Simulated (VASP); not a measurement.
## C: single point with r2SCAN0+D4

C:

```
C
1.0
     0.00000    1.70897    1.70897
     1.70897    0.00000    1.70897
     1.70897    1.70897    0.00000
C
2
Direct
  0.25000 0.25000 0.25000
  0.00000 0.00000 0.00000
```

```yaml
Program: VASP 6.6.1
Task: single point
Functional: r2SCAN0
Dispersion: D4
Potentials_or_basis: VASP PAW PBE potentials, release 64 (C)
Cutoff: 580 eV
k_mesh: 7 × 7 × 7
Occupations: fermi-dirac, width 0.05 eV
Spin: no spin polarisation
Dipole_correction: no
Grid_for_exact_exchange_PRECFOCK: Normal
Further_INCAR_settings: ALGO = Normal; EDIFF = 1e-06; NBANDS = 11
Share_of_exact_exchange: 0.25
```

The pressure is 58.6 GPa, the band gap on the k mesh is 6.60 eV (least direct gap 8.22 eV) and the dispersion energy per atom is -0.112 eV.

Levels at points of the mesh, in eV from the valence-band top:
```csv
k point,band 2,band 3,band 4,band 5,band 6,band 7
"(0.00, 0.00, 0.00)",0.00,0.00,0.00,8.22,8.22,8.22
```

Wall time 2.1 min on 1 thread of Intel(R) Xeon(R) 6975P-C (Granite Rapids), with other jobs on the host, peak memory 0.13 GiB.

Caveat: the k points lie up to 0.45 Å⁻¹ apart; the PAW data sets were made with another functional, which shifts forces and pressure a little; an odd mesh through Γ misses points on the zone boundary, where band edges can lie.
